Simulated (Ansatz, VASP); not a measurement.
**One calculation of Bi3H2, two programs**

```
Bi H
1.0
     1.92439    1.11105    8.56191
    -1.92439    1.11105    8.56191
     0.00000   -2.22210    8.56191
Bi H
3 2
Direct
  0.00000 0.00000 0.00000
  0.20929 0.20929 0.20929
  0.79071 0.79071 0.79071
  0.35630 0.35630 0.35630
  0.64370 0.64370 0.64370
```

Alike in both runs: functional PBE; k mesh 6 × 6 × 6; occupations gaussian, width 0.1 eV; no spin polarisation.

Ansatz relaxed the structure, and its values are those at the end. VASP's run is a single point on that final structure, the one shown.

|  | VASP | Ansatz |
| --- | --- | --- |
| version | VASP 6.6.1 | Ansatz 0.2.0 |
| potentials or method | VASP PAW PBE potentials, release 64 (Bi_d, H), cutoff 520 eV | scalar-relativistic, plane waves, PAW |
| valence electrons in the cell | 47 | 47 |

|  | VASP | Ansatz | Ansatz less VASP |
| --- | --- | --- | --- |
| gap on the k mesh at the Fermi level (eV) | none | none | - |
| pressure (GPa) | -0.1 | 0.0 | +0.09 |
| rms of the force components (eV/Å) | 0.006 | 0.008 | +0.0018 |

A gap of «none» marks a metal or a gap that the smearing closes. The functional is the same, so the differences come from potentials, cutoffs and numerics.

Neither program's run includes spin-orbit coupling.
